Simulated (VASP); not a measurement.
Wanted: the native input for a VASP 6.6.1 run.

```
Task                   : single point
Functional             : PBE
Potentials or basis    : VASP PAW PBE potentials, release 64 (Tl_d, Sn_d, H)
Cutoff                 : 520 eV
k mesh                 : 10 × 10 × 10
Occupations            : gaussian, width 0.1 eV
Spin                   : no spin polarisation
Dipole correction      : no
Further INCAR settings : ALGO = Normal; EDIFF = 1e-06; NBANDS = 23
```

The structure of TlSnH3 lies in POSCAR:

```
TlSnH3
1.0
    4.2204930979      0.0000000000      0.0000000000
    0.0000000000      4.2204930979      0.0000000000
    0.0000000000      0.0000000000      4.2204930979
Tl Sn H
1 1 3
Direct
    0.5000000000      0.5000000000      0.5000000000
    0.0000000000      0.0000000000      0.0000000000
    0.0000000000      0.5000000000      0.5000000000
    0.5000000000      0.0000000000      0.5000000000
    0.5000000000      0.5000000000      0.0000000000
```

The cell was built from a structure type or drawn by symmetry, and may not be a known phase.

One way to write it, as run:

INCAR

```
PREC = Accurate
ENCUT = 520
EDIFF = 1E-6
ISMEAR = 0
SIGMA = 0.1
LREAL = F
LASPH = T
NELM = 80
ALGO = Normal
ISIF = 2
LWAVE = F
LCHARG = F
GGA = PE
NBANDS = 23
```

KPOINTS

```
regular mesh
0
Gamma
  10 10 10
```

Potentials or basis: VASP PAW PBE potentials, release 64 (Tl_d, Sn_d, H).

Command:

```bash
$ cat potpaw_PBE.64/Tl_d/POTCAR potpaw_PBE.64/Sn_d/POTCAR potpaw_PBE.64/H/POTCAR > POTCAR
$ mpirun -np 1 vasp_std > vasp.out
```

Results of the run:

```json
{"Pressure": "-0.1 GPa", "Band gap on the k mesh": "zero (bands 15 and 16 overlap by 2.41 eV)"}
```

Caveat: spin-orbit coupling is left out, which moves the levels of the heavy elements.

It took 79 s on 1 thread of Intel Xeon 8259CL (shared host), peak memory 0.24 GiB.
